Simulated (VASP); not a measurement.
# BP (rocksalt type) (Fm-3m) in VASP: a series of runs

The runs below take BP (rocksalt type) through single point, with LDA.

Everything below comes from runs of VASP 6.6.1. Logs are shortened: lines on timing, memory, paths and dates and some standing lists are left out, and cuts for length are marked.

## Step 1: The cell of the first run

The structure is cubic, space group Fm-3m (No. 225). Conventional cell: a = 3.495 Å, b = 3.495 Å, c = 3.495 Å, α = 90.00°, β = 90.00°, γ = 90.00°. Within 2.3 Å of B (site symmetry m-3m) lie 6 P at 1.75 Å. Within 2.3 Å of P (site symmetry m-3m) lie 6 B at 1.75 Å.

## Step 2: Single point, LDA (volume scaled by 0.55)

INCAR

```
SYSTEM = BP
ALGO = Normal
EDIFF = 1E-6
ENCUT = 500
GGA_COMPAT = .FALSE.
ISIF = 2
ISMEAR = -1
LASPH = .TRUE.
LCHARG = .TRUE.
LELF = .TRUE.
LREAL = .FALSE.
LVHAR = .TRUE.
LWAVE = .FALSE.
NBANDS = 11
NELM = 120
PREC = Accurate
SIGMA = 0.1
```

KPOINTS

```
k-points
0
G
  15 15 15
  0 0 0
```

POSCAR

```
BP
1.0
    0.0000000000      1.7474285077      1.7474285077
    1.7474285077      0.0000000000      1.7474285077
    1.7474285077      1.7474285077      0.0000000000
B P
1 1
Direct
    0.0000000000      0.0000000000      0.0000000000
    0.5000000000      0.5000000000      0.5000000000
```

Potentials or basis: VASP PAW LDA potentials, release 64 (B, P).

Started as:

```
cat potpaw_LDA.64/B/POTCAR potpaw_LDA.64/P/POTCAR > POTCAR
mpirun -np 1 vasp_std > vasp.out
```

OUTCAR:

```text
SYSTEM = BP
   EDIFF = 1E-6
   ENCUT = 500
   ISIF = 2
   ISMEAR = -1
   LASPH = .TRUE.
   LREAL = .FALSE.
   NELM = 120
   PREC = Accurate

 ion  position               nearest neighbor table
   1  0.000  0.000  0.000-   2 1.75   2 1.75   2 1.75   2 1.75   2 1.75   2 1.75
   2  0.500  0.500  0.500-   1 1.75   1 1.75   1 1.75   1 1.75   1 1.75   1 1.75

  LATTYP: Found a face centered cubic cell.
 ALAT       =     3.4948570154

  Lattice vectors:

 A1 = (   0.0000000000,   1.7474285077,   1.7474285077)
 A2 = (   1.7474285077,   0.0000000000,   1.7474285077)
 A3 = (   1.7474285077,   1.7474285077,   0.0000000000)

Analysis of symmetry for initial positions (statically):
=====================================================================
 Subroutine PRICEL returns:
 Original cell was already a primitive cell.

 Routine SETGRP: Setting up the symmetry group for a
 face centered cubic supercell.

 Subroutine GETGRP returns: Found 48 space group operations
 (whereof 48 operations were pure point group operations)
 out of a pool of 48 trial point group operations.

The static configuration has the point symmetry O_h .

Analysis of symmetry for dynamics (positions and initial velocities):
=====================================================================
 Subroutine PRICEL returns:
 Original cell was already a primitive cell.

 Routine SETGRP: Setting up the symmetry group for a
 face centered cubic supercell.

 Subroutine GETGRP returns: Found 48 space group operations
 (whereof 48 operations were pure point group operations)
 out of a pool of 48 trial point group operations.

The dynamic configuration has the point symmetry O_h .

 Subroutine INISYM returns: Found 48 space group operations
 (whereof 48 operations are pure point group operations),
 and found     1 'primitive' translations

----------------------------------------------------------------------------------------

                                     Primitive cell

  volume of cell :      10.6716

  direct lattice vectors                    reciprocal lattice vectors
     0.000000000  1.747428508  1.747428508    -0.286134739  0.286134739  0.286134739
     1.747428508  0.000000000  1.747428508     0.286134739 -0.286134739  0.286134739
     1.747428508  1.747428508  0.000000000     0.286134739  0.286134739 -0.286134739

  length of vectors
     2.471237095  2.471237095  2.471237095     0.495599906  0.495599906  0.495599906

  position of ions in fractional coordinates (direct lattice)
     0.000000000  0.000000000  0.000000000
     0.500000000  0.500000000  0.500000000

  ion indices of the primitive-cell ions
   primitive index   ion index
                 1           1
                 2           2

----------------------------------------------------------------------------------------

 KPOINTS: k-points

Automatic generation of k-mesh.
 Grid dimensions read from file:
 generate k-points for:   15   15   15

 Generating k-lattice:

  Cartesian coordinates                     Fractional coordinates (reciprocal lattice)
    -0.019075649  0.019075649  0.019075649     0.066666667  0.000000000  0.000000000
     0.019075649 -0.019075649  0.019075649     0.000000000  0.066666667  0.000000000
     0.019075649  0.019075649 -0.019075649     0.000000000  0.000000000  0.066666667

  Length of vectors
     0.033039994  0.033039994  0.033039994

  Shift w.r.t. Gamma in fractional coordinates (k-lattice)
     0.000000000  0.000000000  0.000000000

 Subroutine IBZKPT returns following result:
 ===========================================

 Found    120 irreducible k-points:

 Following reciprocal coordinates:
            Coordinates               Weight
  0.000000  0.000000  0.000000      1.000000
  0.066667  0.000000  0.000000      8.000000
  0.133333  0.000000  0.000000      8.000000
  0.200000  0.000000  0.000000      8.000000
  0.266667  0.000000  0.000000      8.000000
  0.333333  0.000000  0.000000      8.000000
[... 16 lines left out ...]
  0.133333  0.133333  0.000000      6.000000
  0.200000  0.133333  0.000000     24.000000
 [... further k-points ...]
   k-points           NKPTS =    120   k-points in BZ     NKDIM =    120   number of bands    NBANDS=     11
   number of dos      NEDOS =    301   number of ions     NIONS =      2
   total plane-waves  NPLWV =   5832
   dimension x,y,z NGX =    18 NGY =   18 NGZ =   18
   dimension x,y,z NGXF=    36 NGYF=   36 NGZF=   36
   ions per type =               1   1
   NGX,Y,Z   is equivalent  to a cutoff of  12.11, 12.11, 12.11 a.u.
   NGXF,Y,Z  is equivalent  to a cutoff of  24.22, 24.22, 24.22 a.u.
 SYSTEM =  BP
   PREC   = accura    normal or accurate (medium, high low for compatibility)
   ISTART =      0    job   : 0-new  1-cont  2-samecut
   ICHARG =      2    charge: 1-file 2-atom 10-const
   ISPIN  =      1    spin polarized calculation?
   LNONCOLLINEAR =      F non collinear calculations
   LSORBIT =      F    spin-orbit coupling
   LASPH  =      T    aspherical Exc in radial PAW
   ENCUT  =  500.0 eV  36.75 Ry    6.06 a.u.   4.51  4.51  4.51*2*pi/ulx,y,z
   NELM   =    120;   NELMIN=  2; NELMDL= -5     # of ELM steps
   EDIFF  = 0.1E-05   stopping-criterion for ELM
   LREAL  =      F    real-space projection
   EDIFFG = 0.1E-04   stopping-criterion for IOM
   NSW    =      0    number of steps for IOM
   IBRION =     -1    ionic relax: 0-MD 1-quasi-New 2-CG
   NFREE  =      0    steps in history (QN), initial steepest desc. (CG)
   ISIF   =      2    stress and relaxation
   ISYM   =      2    0-nonsym 1-usesym 2-fastsym
   POTIM  = 0.5000    time-step for ionic-motion
   TEBEG  =    0.0;   TEEND  =   0.0 temperature during run
   PSTRESS=    0.0 pullay stress
   NELECT =       8.0000    total number of electrons
   NUPDOWN=      -1.0000    fix difference up-down
   EMIN   =  10.00;   EMAX   =-10.00  energy-range for DOS
   EFERMI =   0.00;   METHOD = LEGACY
   ISMEAR =    -1;   SIGMA  =   0.10  broadening in eV -4-tet -1-fermi 0-gaus
   EFERMI_NEDOS =   21; number of points for ismear=-14 and -15
   IALGO  =     38    algorithm
   IMIX   =      4    mixing-type and parameters
     AMIX     =   0.40;   BMIX     =  1.00
     AMIX_MAG =   1.60;   BMIX_MAG =  1.00
  volume/ion in A,a.u.               =       5.34        36.01
  Fermi-wavevector in a.u.,A,eV,Ry     =   1.487175  2.810353 30.091863  2.211690
  Thomas-Fermi vector in A             =   2.600369
   LORBIT       =      0    0 simple, 1 ext, 2 COOP (PROOUT), +10 PAW based schemes
   GGA     = CA    functional components
   LHFCALC =     F    Hartree Fock is set to
   AEXX    =    0.0000 exact exchange contribution
   IVDW    =     0    specifies the selected vdW correction
   LEPSILON=     F    determine dielectric tensor
   LRPA    =     F    only Hartree local field effects (RPA)
 non-spin polarized calculation
  energy-cutoff  :      500.00
  volume of cell :       10.67
 maximum number of plane-waves:       283
 NGX is ok and might be reduce to    18
   NGX =  9   NGY =  9   NGZ =  9

 number of electron       8.0000000 magnetization

 Free energy of the ion-electron system (eV)
  ---------------------------------------------------
  ext. energy  EPLUGINS =         0.00000000
  ---------------------------------------------------
  free energy    TOTEN  =        -7.20982145 eV

  energy without entropy =       -7.19786226  energy(sigma->0) =       -7.20384185

 E-fermi :  21.2224     XC(G=0): -14.9088

 val. band max:       21.1699169262   @ k =   0.2000   0.0667   0.0000
 cond. band min:      21.2361457367   @ k =   0.0667   0.0000   0.0000
 fundamental gap:      0.0662288105
 Fermi energy:        21.2224234525

 k-point     1 :       0.0000    0.0000    0.0000
  band No.  band energies     occupation
      1      -4.2989      2.00000
      2      21.4312      0.22058
      3      21.4312      0.22058
      4      21.4312      0.22057
      5      28.0556      0.00000
      6      28.0556      0.00000
      7      28.0556      0.00000
      8      34.9455      0.00000
      9      34.9455      0.00000
     10      35.8917      0.00000
     11      35.8917      0.00000

 k-point     2 :       0.0667    0.0000    0.0000
  band No.  band energies     occupation
      1      -4.1586      2.00000
      2      20.3076      1.99979
      3      21.2361      0.93150
      4      21.2361      0.93149
      5      28.4124      0.00000
      6      28.5071      0.00000
      7      28.5071      0.00000
      8      32.7498      0.00000
      9      32.7498      0.00000
     10      35.7122      0.00000
     11      37.4513      0.00000

 k-point     3 :       0.1333    0.0000    0.0000
  band No.  band energies     occupation
      1      -3.7383      2.00000
      2      17.8432      2.00000
      3      20.7911      1.97357
      4      20.7911      1.97357
      5      28.9843      0.00000
      6      29.5344      0.00000
      7      29.5344      0.00000
      8      30.6485      0.00000
      9      30.6485      0.00000
     10      35.2395      0.00000
     11      40.2223      0.00000

 k-point     4 :       0.2000    0.0000    0.0000
  band No.  band energies     occupation
      1      -3.0401      2.00000
      2      15.0035      2.00000
      3      20.3168      1.99977
      4      20.3168      1.99977
      5      28.2461      0.00000
      6      28.2461      0.00000
      7      29.4885      0.00000
      8      31.7135      0.00000
      9      31.7135      0.00000
     10      34.6235      0.00000
     11      43.2657      0.00000
[... 239 lines left out ...]
 k-point    22 :      -0.0667    0.0667    0.0000
  band No.  band energies     occupation
      1      -3.9249      2.00000
      2      19.5472      2.00000
      3      19.6017      2.00000
      4      21.6508      0.02721
      5      28.4337      0.00000
      6      28.4753      0.00000
      7      30.2569      0.00000
      8      30.2873      0.00000
      9      32.2479      0.00000
     10      36.2128      0.00000
     11      38.5701      0.00000

 k-point    23 :       0.1333    0.1333    0.0000
  band No.  band energies     occupation
      1      -3.5513      2.00000
      2      18.8283      2.00000
      3      18.8283      2.00000
      4      21.0601      1.67056
      5      25.3260      0.00000
      6      26.6779      0.00000
      7      32.1695      0.00000
      8      32.1695      0.00000
      9      35.6834      0.00000
     10      36.5566      0.00000
     11      36.5566      0.00000

 k-point    24 :       0.2000    0.1333    0.0000
  band No.  band energies     occupation
      1      -3.0389      2.00000
      2      17.0096      2.00000
      3      18.0512      2.00000
      4      20.9560      1.86978
      5      24.7461      0.00000
      6      25.2766      0.00000
      7      33.3711      0.00000
      8      33.5358      0.00000
      9      34.3990      0.00000
     10      36.5873      0.00000
     11      39.3956      0.00000

 [... further k-points ...]
[... 5 lines left out ...]
  --------------------------------------------------------------------------------------
  -------------------------------------------------------------------------------------
  Total       19.7826437     19.7826437     19.7826437     -0.0000000      0.0000000     -0.0000000
  in kB     2970.0698771   2970.0698771   2970.0698771     -0.0000000      0.0000000     -0.0000000
  external PRESSURE =    2970.0698771 kB  Pullay stress =       0.0000000 kB

 VOLUME and BASIS-vectors are now :
 -----------------------------------------------------------------------------
  energy-cutoff  :      500.00
  volume of cell :       10.67
      direct lattice vectors                 reciprocal lattice vectors
     0.000000000  1.747428508  1.747428508    -0.286134739  0.286134739  0.286134739
     1.747428508  0.000000000  1.747428508     0.286134739 -0.286134739  0.286134739
     1.747428508  1.747428508  0.000000000     0.286134739  0.286134739 -0.286134739

 POSITION                                       TOTAL-FORCE (eV/Angst)
 -----------------------------------------------------------------------------------
      0.00000      0.00000      0.00000         0.000000      0.000000     -0.000000
      1.74743      1.74743      1.74743        -0.000000     -0.000000      0.000000
 -----------------------------------------------------------------------------------
    total drift:                               -0.000000      0.000000      0.000000

  FREE ENERGIE OF THE ION-ELECTRON SYSTEM (eV)
  ---------------------------------------------------
  free  energy   TOTEN  =        -7.2098214458 eV

  energy  without entropy=       -7.1978622584  energy(sigma->0) =       -7.20384185
```

Wall time 5.2 s (1 thread of Intel Xeon Platinum 8481C at 2.70GHz (Sapphire Rapids), shared host); peak memory 0.11 GiB.

Results:

- Free energy: -7.2098 eV
- Pressure: 297.0 GPa
- Band gap on the k mesh: zero (band 4 reaches 21.92 eV, above the bottom of band 5 at 19.51 eV)

(Continued in part 2 of 2.)
